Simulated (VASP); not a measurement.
# LiBr (Fm-3m) in VASP: a series of runs

LiBr is run at these levels: HSE06; tasks: single point.

Everything below comes from runs of VASP 6.6.1. Logs are shortened: lines on timing, memory, paths and dates and some standing lists are left out, and cuts for length are marked.

### 1 The cell of the first run

It takes space group Fm-3m (No. 225, cubic). The conventional cell has a = 5.479 Å, b = 5.479 Å, c = 5.479 Å, α = 90.00°, β = 90.00°, γ = 90.00°. Within 3.6 Å of Li (site symmetry m-3m) lie 6 Br at 2.74 Å. Within 3.6 Å of Br (site symmetry m-3m) lie 6 Li at 2.74 Å.

### 2 Single point, HSE06, non-collinear spin, zero start, spin-orbit coupling

Input file POSCAR:

```
LiBr
1.0
    0.0000000000      2.7395485848      2.7395485848
    2.7395485848      0.0000000000      2.7395485848
    2.7395485848      2.7395485848      0.0000000000
Li Br
1 1
Direct
    0.0000000000      0.0000000000      0.0000000000
    0.5000000000      0.5000000000      0.5000000000
```

Input file INCAR.step1:

```
SYSTEM = LiBr
  PREC = Accurate
  ENCUT = 650
  EDIFF = 1E-5
  ISMEAR = 0
  SIGMA = 0.01
  LREAL = .FALSE.
  LASPH = .TRUE.
  NELM = 200
  ALGO = Normal
  ISIF = 2
  LWAVE = .TRUE.
  MAGMOM = 0 0 0 0 0 0
  LORBIT = 11
  LSORBIT = .TRUE.
  GGA_COMPAT = .FALSE.
  LORBMOM = .TRUE.
  GGA = PE
  NBANDS = 22
```

Input file INCAR.step2:

```
SYSTEM = LiBr
  PREC = Accurate
  ENCUT = 650
  EDIFF = 1E-6
  ISMEAR = 0
  SIGMA = 0.01
  LREAL = .FALSE.
  LASPH = .TRUE.
  NELM = 200
  ALGO = Normal
  ISIF = 2
  LWAVE = .FALSE.
  LCHARG = .TRUE.
  MAGMOM = 0 0 0 0 0 0
  LORBIT = 11
  LSORBIT = .TRUE.
  GGA_COMPAT = .FALSE.
  LORBMOM = .TRUE.
  GGA = PE
  LHFCALC = .TRUE.
  HFSCREEN = 0.2079
  PRECFOCK = Normal
  LVHAR = .TRUE.
  ISTART = 1
  NBANDS = 22
```

Input file KPOINTS:

```
regular mesh
0
G
  4 4 4
  0 0 0
```

Potentials or basis: VASP PAW PBE potentials, release 64 (Li_sv, Br).

Launch:

```console
cat potpaw_PBE.64/Li_sv/POTCAR potpaw_PBE.64/Br/POTCAR > POTCAR
cp INCAR.step1 INCAR
mpirun -np 1 vasp_ncl > vasp.out
cp INCAR.step2 INCAR
mpirun -np 1 vasp_ncl > vasp.out
```

OUTCAR:

```text
SYSTEM = LiBr
   PREC = Accurate
   ENCUT = 650
   EDIFF = 1E-6
   ISMEAR = 0
   LREAL = .FALSE.
   LASPH = .TRUE.
   NELM = 200
   ISIF = 2
   LORBIT = 11
   LSORBIT = .TRUE.
   GGA = PE
   LHFCALC = .TRUE.
   HFSCREEN = 0.2079
   PRECFOCK = Normal
   ISTART = 1

 ion  position               nearest neighbor table
   1  0.000  0.000  0.000-
   2  0.500  0.500  0.500-

  LATTYP: Found a face centered cubic cell.
 ALAT       =     5.4790971696

  Lattice vectors:

 A1 = (   0.0000000000,   2.7395485848,   2.7395485848)
 A2 = (   2.7395485848,   0.0000000000,   2.7395485848)
 A3 = (   2.7395485848,   2.7395485848,   0.0000000000)

Analysis of symmetry for initial positions (statically):
=====================================================================
 Subroutine PRICEL returns:
 Original cell was already a primitive cell.

 Routine SETGRP: Setting up the symmetry group for a
 face centered cubic supercell.

 Subroutine GETGRP returns: Found 48 space group operations
 (whereof 48 operations were pure point group operations)
 out of a pool of 48 trial point group operations.

The static configuration has the point symmetry O_h .

Analysis of symmetry for dynamics (positions and initial velocities):
=====================================================================
 Subroutine PRICEL returns:
 Original cell was already a primitive cell.

 Routine SETGRP: Setting up the symmetry group for a
 face centered cubic supercell.

 Subroutine GETGRP returns: Found 48 space group operations
 (whereof 48 operations were pure point group operations)
 out of a pool of 48 trial point group operations.

The dynamic configuration has the point symmetry O_h .

Analysis of structural, dynamic, and magnetic symmetry:
=====================================================================
 Subroutine PRICEL returns:
 Original cell was already a primitive cell.

 Routine SETGRP: Setting up the symmetry group for a
 face centered cubic supercell.

 Subroutine GETGRP returns: Found 48 space group operations
 (whereof 48 operations were pure point group operations)
 out of a pool of 48 trial point group operations.

The overall configuration has the point symmetry O_h .

 Subroutine INISYM returns: Found 48 space group operations
 (whereof 48 operations are pure point group operations),
 and found     1 'primitive' translations

----------------------------------------------------------------------------------------

                                     Primitive cell

  volume of cell :      41.1213

  direct lattice vectors                    reciprocal lattice vectors
     0.000000000  2.739548585  2.739548585    -0.182511821  0.182511821  0.182511821
     2.739548585  0.000000000  2.739548585     0.182511821 -0.182511821  0.182511821
     2.739548585  2.739548585  0.000000000     0.182511821  0.182511821 -0.182511821

  length of vectors
     3.874306763  3.874306763  3.874306763     0.316119746  0.316119746  0.316119746

  position of ions in fractional coordinates (direct lattice)
     0.000000000  0.000000000  0.000000000
     0.500000000  0.500000000  0.500000000

  ion indices of the primitive-cell ions
   primitive index   ion index
                 1           1
                 2           2

----------------------------------------------------------------------------------------

 KPOINTS: regular mesh

Automatic generation of k-mesh.
 Grid dimensions read from file:
 generate k-points for:    4    4    4

 Generating k-lattice:

  Cartesian coordinates                     Fractional coordinates (reciprocal lattice)
    -0.045627955  0.045627955  0.045627955     0.250000000  0.000000000  0.000000000
     0.045627955 -0.045627955  0.045627955     0.000000000  0.250000000  0.000000000
     0.045627955  0.045627955 -0.045627955     0.000000000  0.000000000  0.250000000

[... 82 lines left out ...]
  NGX = 28; NGY = 28; NGZ = 28

 number of electron      10.0000006 magnetization      -0.0000000      0.0000000      0.0000000

 number of electron      10.0000006 magnetization       0.0000000     -0.0000000     -0.0000000

 Free energy of the ion-electron system (eV)
  ---------------------------------------------------
  ext. energy  EPLUGINS =         0.00000000
  ---------------------------------------------------
  free energy    TOTEN  =        -7.61814587 eV

  energy without entropy =       -7.61814587  energy(sigma->0) =       -7.61814587

 E-fermi :  -0.1946     XC(G=0):  -7.0682

 val. band max:       -0.2481319840   @ k =   0.0000   0.0000   0.0000
 cond. band min:       5.7764711216   @ k =   0.0000   0.0000   0.0000
 fundamental gap:      6.0246031057
 Fermi energy:        -0.1946438505

 k-point     1 :       0.0000    0.0000    0.0000
  band No.  band energies     occupation
      1     -47.7197      1.00000
      2     -47.7197      1.00000
      3     -15.0597      1.00000
      4     -15.0597      1.00000
      5      -0.8204      1.00000
      6      -0.8204      1.00000
[... 189 lines left out ...]
     21      15.2203      0.00000
     22      15.2203      0.00000

------------------------ aborting loop because EDIFF is reached ----------------------------------------

  FORCE on cell =-STRESS in cart. coord.  units (eV):
  Direction    XX          YY          ZZ          XY          YZ          ZX
  --------------------------------------------------------------------------------------
  -------------------------------------------------------------------------------------
  Total       -0.0151109     -0.0151109     -0.0151109      0.0000000      0.0000000     -0.0000000
  in kB       -0.5887530     -0.5887530     -0.5887530      0.0000000      0.0000000     -0.0000000
  external PRESSURE =      -0.5887530 kB  Pullay stress =       0.0000000 kB

 VOLUME and BASIS-vectors are now :
 -----------------------------------------------------------------------------
  energy-cutoff  :      650.00
  volume of cell :       41.12
      direct lattice vectors                 reciprocal lattice vectors
     0.000000000  2.739548585  2.739548585    -0.182511821  0.182511821  0.182511821
     2.739548585  0.000000000  2.739548585     0.182511821 -0.182511821  0.182511821
     2.739548585  2.739548585  0.000000000     0.182511821  0.182511821 -0.182511821

 POSITION                                       TOTAL-FORCE (eV/Angst)
 -----------------------------------------------------------------------------------
      0.00000      0.00000      0.00000         0.000000     -0.000000     -0.000000
      2.73955      2.73955      2.73955        -0.000000      0.000000      0.000000
 -----------------------------------------------------------------------------------
    total drift:                               -0.000000     -0.000001     -0.000000

  FREE ENERGIE OF THE ION-ELECTRON SYSTEM (eV)
  ---------------------------------------------------
  free  energy   TOTEN  =        -7.6181458706 eV

  energy  without entropy=       -7.6181458706  energy(sigma->0) =       -7.61814587

 orbital moment (x)

 # of ion     p       d       tot
 ----------------------------------------
  1         0.000   0.000   0.000
  2        -0.000  -0.000  -0.000
 ----------------------------------------
            0.000  -0.000   0.000

 orbital moment (y)

 # of ion     p       d       tot
 ----------------------------------------
  1        -0.000   0.000  -0.000
  2         0.000  -0.000   0.000
 ----------------------------------------
            0.000  -0.000   0.000

 orbital moment (z)

 # of ion     p       d       tot
 ----------------------------------------
  1         0.000   0.000   0.000
  2        -0.000  -0.000  -0.000
 ----------------------------------------
           -0.000  -0.000  -0.000

 Spin-Orbit-Coupling matrix elements

 Ion:    1  E_soc:     -0.0000005
 l=   1
     0.0000000    -0.0000001    -0.0000001
    -0.0000001     0.0000000    -0.0000001
    -0.0000001    -0.0000001     0.0000000
 l=   2
     0.0000000     0.0000000     0.0000000     0.0000000     0.0000000
     0.0000000     0.0000000     0.0000000     0.0000000     0.0000000
     0.0000000     0.0000000     0.0000000     0.0000000     0.0000000
     0.0000000     0.0000000     0.0000000     0.0000000     0.0000000
     0.0000000     0.0000000     0.0000000     0.0000000     0.0000000
 l=   3
     0.0000000     0.0000000     0.0000000     0.0000000     0.0000000     0.0000000     0.0000000
     0.0000000     0.0000000     0.0000000     0.0000000     0.0000000     0.0000000     0.0000000
     0.0000000     0.0000000     0.0000000     0.0000000     0.0000000     0.0000000     0.0000000
     0.0000000     0.0000000     0.0000000     0.0000000     0.0000000     0.0000000     0.0000000
     0.0000000     0.0000000     0.0000000     0.0000000     0.0000000     0.0000000     0.0000000
     0.0000000     0.0000000     0.0000000     0.0000000     0.0000000     0.0000000     0.0000000
     0.0000000     0.0000000     0.0000000     0.0000000     0.0000000     0.0000000     0.0000000

 Ion:    2  E_soc:     -0.0486753
 l=   1
     0.0000000    -0.0081114    -0.0081114
    -0.0081114     0.0000000    -0.0081114
    -0.0081114    -0.0081114     0.0000000
 l=   2
     0.0000000    -0.0000003     0.0000000    -0.0000003    -0.0000009
    -0.0000003     0.0000000    -0.0000007    -0.0000003    -0.0000002
     0.0000000    -0.0000007     0.0000000    -0.0000007     0.0000000
    -0.0000003    -0.0000003    -0.0000007     0.0000000    -0.0000002
    -0.0000009    -0.0000002     0.0000000    -0.0000002     0.0000000
 l=   3
     0.0000000     0.0000000     0.0000000     0.0000000     0.0000000     0.0000000     0.0000000
     0.0000000     0.0000000     0.0000000     0.0000000     0.0000000     0.0000000     0.0000000
     0.0000000     0.0000000     0.0000000     0.0000000     0.0000000     0.0000000     0.0000000
     0.0000000     0.0000000     0.0000000     0.0000000     0.0000000     0.0000000     0.0000000
     0.0000000     0.0000000     0.0000000     0.0000000     0.0000000     0.0000000     0.0000000
     0.0000000     0.0000000     0.0000000     0.0000000     0.0000000     0.0000000     0.0000000
     0.0000000     0.0000000     0.0000000     0.0000000     0.0000000     0.0000000     0.0000000

 total charge

# of ion       s       p       d       tot
------------------------------------------
    1        2.004   0.033   0.000   2.037
    2        1.596   3.354   0.004   4.954
--------------------------------------------------
tot          3.599   3.387   0.004   6.991

 magnetization (x)

# of ion       s       p       d       tot
------------------------------------------
    1        0.000   0.000   0.000   0.000
    2        0.000   0.000   0.000   0.000
--------------------------------------------------
tot          0.000   0.000   0.000   0.000

 magnetization (y)

# of ion       s       p       d       tot
------------------------------------------
    1        0.000  -0.000   0.000  -0.000
    2        0.000   0.000   0.000   0.000
--------------------------------------------------
tot          0.000   0.000   0.000   0.000

 magnetization (z)

# of ion       s       p       d       tot
------------------------------------------
    1        0.000   0.000   0.000   0.000
    2        0.000  -0.000   0.000   0.000
--------------------------------------------------
tot          0.000   0.000   0.000   0.000
```

Wall time 33 min (1 thread of Intel Xeon 8259CL, shared host); peak memory 0.43 GiB.

Results:

```
Free energy                                           : -7.6181 eV
Pressure                                              : -0.1 GPa
Net moment                                            : 0.00 μB per cell
Valence electrons inside the program's atomic spheres : Li 2.04; Br 4.95
```

Moments on the atoms (μB; x, y, z):
```
Li  0.00 0.00 0.00
Br  0.00 0.00 0.00
```

Caveat: the k points lie up to 0.50 Å⁻¹ apart; the PAW data sets were made with another functional, which shifts forces and pressure a little.

### 3 Single point, HSE06

This run uses another cell than the first one, of 20.50 Å³/atom.

Input file POSCAR:

```
LiBr
1.0
    0.0000000000      2.7369757989      2.7369757989
    2.7369757989      0.0000000000      2.7369757989
    2.7369757989      2.7369757989      0.0000000000
Li Br
1 1
Direct
    0.0000000000      0.0000000000      0.0000000000
    0.5000000000      0.5000000000      0.5000000000
```

Input file INCAR.step1:

```
  PREC = Accurate
  ENCUT = 650
  EDIFF = 1E-5
  ISMEAR = -1
  SIGMA = 0.02
  LREAL = F
  LASPH = T
  NELM = 120
  ALGO = Normal
  ISIF = 2
  LWAVE = T
  GGA = PE
  NBANDS = 12
  GGA_COMPAT = F
```

Input file INCAR.step2:

```
  PREC = Accurate
  ENCUT = 650
  EDIFF = 1E-6
  ISMEAR = -1
  SIGMA = 0.02
  LREAL = F
  LASPH = T
  NELM = 120
  ALGO = Normal
  ISIF = 2
  LWAVE = F
  LCHARG = T
  GGA = PE
  LHFCALC = T
  HFSCREEN = 0.2079
  PRECFOCK = Normal
  LELF = T
  LVHAR = T
  ISTART = 1
  NBANDS = 12
  GGA_COMPAT = F
```

Input file KPOINTS:

```
regular mesh
0
Gamma
  6 6 6
```

Potentials or basis: VASP PAW PBE potentials, release 64 (Li_sv, Br).

Launch:

```console
cat potpaw_PBE.64/Li_sv/POTCAR potpaw_PBE.64/Br/POTCAR > POTCAR
cp INCAR.step1 INCAR
mpirun -np 1 vasp_std > vasp.out
cp INCAR.step2 INCAR
mpirun -np 1 vasp_std > vasp.out
```

Run time: 28 min. Hardware: 1 thread of Intel Xeon Platinum 8259CL at 2.50GHz (Skylake/Cascade Lake), shared host; peak memory 0.3 GiB.

The run converged. Its results:

- Free energy: -7.6028 eV
- Pressure: -0.1 GPa
- Band gap on the k mesh: 6.22 eV

Levels at points of the mesh, in eV from the valence-band top:
```tsv
k point	band 2	band 3	band 4	band 5	band 6	band 7	band 8	band 9
(0.00, 0.00, 0.00)	-14.64	0.00	0.00	0.00	6.22	11.82	11.82	11.82
(0.50, 0.00, 0.00)	-14.09	-3.18	-0.30	-0.30	6.82	9.41	9.41	13.47
(0.50, 0.50, 0.00)	-13.87	-3.17	-1.25	-1.25	7.48	8.23	13.27	14.08
```

Caveat: the PAW data sets were made with another functional, which shifts forces and pressure a little.

(Part 1 of 2 ends here.)
